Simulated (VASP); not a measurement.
# TaN (I4mm) in VASP: further runs, part 2 of 2

VASP 6.6.1. The steps go on from the part before.

## 5. Single point, r2SCAN (all Ta atoms moved +0.025 Å, as atom 1 along Cartesian [0 0 1])

Input file POSCAR:

```
TaN
1.0
    0.0000000000      2.1790000000      2.1790000000
    2.1790000000      0.0000000000      2.1790000000
    2.1790000000      2.1790000000      0.0000000000
Ta N
1 1
Direct
    0.5057365764      0.5057365764      0.4942634236
    0.0000000000      0.0000000000      0.0000000000
```

Input file INCAR.step1:

```
SYSTEM = TaN
  ALGO = Normal
  EDIFF = 1E-4
  ENCUT = 520
  GGA = PE
  ISMEAR = 0
  LASPH = .True.
  LCHARG = .False.
  LREAL = .False.
  LWAVE = .True.
  NBANDS = 15
  NELM = 60
  PREC = Accurate
  SIGMA = 0.15
```

Input file INCAR.step2:

```
SYSTEM = TaN
  ALGO = Normal
  EDIFF = 1E-6
  ENCUT = 520
  ISIF = 2
  ISMEAR = 0
  ISTART = 1
  LASPH = .True.
  LCHARG = .False.
  LMIXTAU = .True.
  LREAL = .False.
  LWAVE = .False.
  METAGGA = R2SCAN
  NBANDS = 15
  NELM = 60
  PREC = Accurate
  SIGMA = 0.15
```

Input file KPOINTS:

```
k-points
0
Gamma
  18 18 18
  0 0 0
```

Potentials or basis: VASP PAW PBE potentials, release 64 (Ta_pv, N).

Started as:

```
cat potpaw_PBE.64/Ta_pv/POTCAR potpaw_PBE.64/N/POTCAR > POTCAR
cp INCAR.step1 INCAR
mpirun -np 1 vasp_std > vasp.out
cp INCAR.step2 INCAR
mpirun -np 1 vasp_std > vasp.out
```

OUTCAR:

```text
SYSTEM = TaN
   EDIFF = 1E-6
   ENCUT = 520
   ISIF = 2
   ISMEAR = 0
   ISTART = 1
   LASPH = .True.
   LREAL = .False.
   METAGGA = R2SCAN
   NELM = 60
   PREC = Accurate

 ion  position               nearest neighbor table
   1  0.506  0.506  0.494-   2 2.15   2 2.18   2 2.18   2 2.18   2 2.18   2 2.20
   2  0.000  0.000  0.000-   1 2.15   1 2.18   1 2.18   1 2.18   1 2.18   1 2.20

  LATTYP: Found a face centered cubic cell.
 ALAT       =     4.3580000000

  Lattice vectors:

 A1 = (   0.0000000000,   2.1790000000,   2.1790000000)
 A2 = (   2.1790000000,   0.0000000000,   2.1790000000)
 A3 = (   2.1790000000,   2.1790000000,   0.0000000000)

Analysis of symmetry for initial positions (statically):
=====================================================================
 Subroutine PRICEL returns:
 Original cell was already a primitive cell.

 Routine SETGRP: Setting up the symmetry group for a
 face centered cubic supercell.

 Subroutine GETGRP returns: Found  8 space group operations
 (whereof  8 operations were pure point group operations)
 out of a pool of 48 trial point group operations.

The static configuration has the point symmetry C_4v.

Analysis of symmetry for dynamics (positions and initial velocities):
=====================================================================
 Subroutine PRICEL returns:
 Original cell was already a primitive cell.

 Routine SETGRP: Setting up the symmetry group for a
 face centered cubic supercell.

 Subroutine GETGRP returns: Found  8 space group operations
 (whereof  8 operations were pure point group operations)
 out of a pool of 48 trial point group operations.

The dynamic configuration has the point symmetry C_4v.

 Subroutine INISYM returns: Found  8 space group operations
 (whereof  8 operations are pure point group operations),
 and found     1 'primitive' translations

----------------------------------------------------------------------------------------
[... 116 lines left out ...]
  Thomas-Fermi vector in A             =   2.613832
   LORBIT       =      0    0 simple, 1 ext, 2 COOP (PROOUT), +10 PAW based schemes
   METAGGA = R2SCAN    functional components
   LHFCALC =     F    Hartree Fock is set to
   AEXX    =    0.0000 exact exchange contribution
   IVDW    =     0    specifies the selected vdW correction
   LEPSILON=     F    determine dielectric tensor
   LRPA    =     F    only Hartree local field effects (RPA)
 non-spin polarized calculation
 Gauss-broadening in eV      SIGMA  =   0.15
  energy-cutoff  :      520.00
  volume of cell :       20.69
 maximum number of plane-waves:       568
   NGX = 11   NGY = 11   NGZ = 11

 number of electron      15.9999999 magnetization

 Free energy of the ion-electron system (eV)
  ---------------------------------------------------
  ext. energy  EPLUGINS =         0.00000000
  ---------------------------------------------------
  free energy    TOTEN  =       -59.60403500 eV

  energy without entropy =      -59.59501180  energy(sigma->0) =      -59.59952340

 E-fermi :   9.9386     XC(G=0): -14.6302

 val. band max:        9.9372876965   @ k =   0.3333   0.1111  -0.2778
 cond. band min:       9.9435100308   @ k =   0.1111  -0.2778   0.3333
 fundamental gap:      0.0062223343
 Fermi energy:         9.9385906187

 k-point     1 :       0.0000    0.0000    0.0000
  band No.  band energies     occupation
      1     -27.1694      2.00000
      2     -27.1688      2.00000
      3     -27.1688      2.00000
      4     -10.3223      2.00000
      5       5.6761      2.00000
      6       5.6761      2.00000
      7       5.6787      2.00000
      8       7.6812      2.00000
      9       7.7025      2.00000
     10       7.7025      2.00000
     11      10.0604      0.25094
     12      10.0822      0.17568
     13      11.9485      0.00000
     14      19.5556      0.00000
[... 401 lines left out ...]
      2     -27.2624      2.00000
      3     -27.2509      2.00000
      4      -7.7981      2.00000
      5      -0.1992      2.00000
      6       2.0375      2.00000
      7       2.2596      2.00000
      8       9.9339      1.03517
      9      11.2973      0.00000
     10      11.4104      0.00000
     11      15.2984      0.00000
     12      16.1130      0.00000
     13      17.2655      0.00000
     14      19.5525      0.00000
     15      22.6418      0.00000

 [... further k-points ...]
[... 5 lines left out ...]
  --------------------------------------------------------------------------------------
  -------------------------------------------------------------------------------------
  Total        1.5399500      1.5399500      1.5854173      0.0000000      0.0000000     -0.0000000
  in kB      119.2382300    119.2382300    122.7587570      0.0000000      0.0000000     -0.0000000
  external PRESSURE =     120.4117390 kB  Pullay stress =       0.0000000 kB

 VOLUME and BASIS-vectors are now :
 -----------------------------------------------------------------------------
  energy-cutoff  :      520.00
  volume of cell :       20.69
      direct lattice vectors                 reciprocal lattice vectors
     0.000000000  2.179000000  2.179000000    -0.229463056  0.229463056  0.229463056
     2.179000000  0.000000000  2.179000000     0.229463056 -0.229463056  0.229463056
     2.179000000  2.179000000  0.000000000     0.229463056  0.229463056 -0.229463056

 POSITION                                       TOTAL-FORCE (eV/Angst)
 -----------------------------------------------------------------------------------
      2.17900      2.17900      2.20400         0.000000      0.000000     -0.211618
      0.00000      0.00000      0.00000         0.000000      0.000000      0.211618
 -----------------------------------------------------------------------------------
    total drift:                                0.000000      0.000000      0.000583

  FREE ENERGIE OF THE ION-ELECTRON SYSTEM (eV)
  ---------------------------------------------------
  free  energy   TOTEN  =       -59.6040349968 eV

  energy  without entropy=      -59.5950118009  energy(sigma->0) =      -59.59952340
```

OUTCAR.step1:

```text
SYSTEM = TaN
   EDIFF = 1E-4
   ENCUT = 520
   GGA = PE
   ISMEAR = 0
   LASPH = .True.
   LREAL = .False.
[... 652 lines left out ...]
      2.17900      2.17900      2.20400         0.000000      0.000000     -0.226413
      0.00000      0.00000      0.00000         0.000000      0.000000      0.226413
 -----------------------------------------------------------------------------------
    total drift:                               -0.000000     -0.000000     -0.000275

  FREE ENERGIE OF THE ION-ELECTRON SYSTEM (eV)
  ---------------------------------------------------
  free  energy   TOTEN  =       -21.7868061417 eV

  energy  without entropy=      -21.7773689409  energy(sigma->0) =      -21.78208754
```

Wall time 3.6 min (1 thread of Intel Xeon 6975P-C, shared host); peak memory 0.27 GiB.

What came out:

| Quantity | Value |
| --- | --- |
| Free energy | -59.6040 eV |
| Pressure | 12.0 GPa |
| Largest force | 0.212 eV/Å |
| Band gap on the k mesh | zero (band 8 reaches 11.93 eV, above the bottom of band 9 at 7.70 eV) |

Forces in eV/Å, atoms in the order of the input:
```
Ta   0.000  0.000 -0.212
N    0.000  0.000  0.212
```

Caveat: the cell differs from its parent crystal (all Ta atoms moved +0.025 Å, as atom 1 along Cartesian [0 0 1]); the PAW data sets were made with another functional, which shifts forces and pressure a little; spin-orbit coupling is left out, which moves the levels of the heavy elements.

## 6. Single point, r2SCAN (all Ta atoms moved +0.087 Å, as atom 1 along Cartesian [0 0 1])

POSCAR, as its differences from that of step 5:

```diff
@@ -8,3 +8,3 @@
 Direct
-    0.5057365764      0.5057365764      0.4942634236
+    0.5200780174      0.5200780174      0.4799219826
     0.0000000000      0.0000000000      0.0000000000
```

Input file INCAR.step1:

```
PREC = Accurate
ENCUT = 520
ISMEAR = 0
SIGMA = 0.15
LREAL = False
LASPH = True
NELM = 60
NBANDS = 15
GGA = PE
ALGO = Normal
EDIFF = 1E-4
LWAVE = True
LCHARG = False
```

Input file INCAR.step2:

```
PREC = Accurate
ENCUT = 520
EDIFF = 1E-7
ISMEAR = 0
SIGMA = 0.15
LREAL = False
LASPH = True
NELM = 60
ALGO = Normal
ISIF = 2
LWAVE = False
LCHARG = True
METAGGA = R2SCAN
LMIXTAU = True
LELF = True
LVHAR = True
NBANDS = 15
ISTART = 1
```

Input file KPOINTS:

```
regular mesh
0
Gamma
  18 18 18
```

Potentials or basis: VASP PAW PBE potentials, release 64 (Ta_pv, N).

Started as:

```
cat potpaw_PBE.64/Ta_pv/POTCAR potpaw_PBE.64/N/POTCAR > POTCAR
cp INCAR.step1 INCAR
mpirun -np 1 vasp_std > vasp.out
cp INCAR.step2 INCAR
mpirun -np 1 vasp_std > vasp.out
```

Run time: 3.8 min. Hardware: 1 thread of Intel Xeon 6975P-C, shared host; peak memory 0.27 GiB.

It converged, with:

```
Free energy            : -59.5732 eV
Pressure               : 13.3 GPa
Largest force          : 0.795 eV/Å
Band gap on the k mesh : zero (band 8 reaches 11.89 eV, above the bottom of band 9 at 7.93 eV)
```

Forces in eV/Å, atoms in the order of the input:
```
Ta   0.000  0.000 -0.795
N    0.000  0.000  0.795
```

Stress tensor (GPa, compression positive):
```
11.93  0.00  0.00
 0.00 11.93  0.00
 0.00  0.00 16.10
```

Levels at points of the mesh, in eV from the Fermi level:
| k point | band 5 | band 6 | band 7 | band 8 | band 9 | band 10 | band 11 | band 12 |
| --- | --- | --- | --- | --- | --- | --- | --- | --- |
| (0.00, 0.00, 0.00) | -4.44 | -4.44 | -4.42 | -2.23 | -1.99 | -1.99 | 0.15 | 0.40 |
| (0.50, 0.00, 0.00) | -11.05 | -8.20 | -8.18 | 1.97 | 2.04 | 2.15 | 4.13 | 7.97 |
| (0.50, 0.50, 0.00) | -7.12 | -5.81 | -5.07 | -5.07 | 2.32 | 3.72 | 3.72 | 4.88 |
| (0.00, 0.50, 0.50) | -7.15 | -6.26 | -5.10 | -4.58 | 2.37 | 3.72 | 3.72 | 4.97 |

Caveat: the cell differs from its parent crystal (all Ta atoms moved +0.087 Å, as atom 1 along Cartesian [0 0 1]); the PAW data sets were made with another functional, which shifts forces and pressure a little; spin-orbit coupling is left out, which moves the levels of the heavy elements.
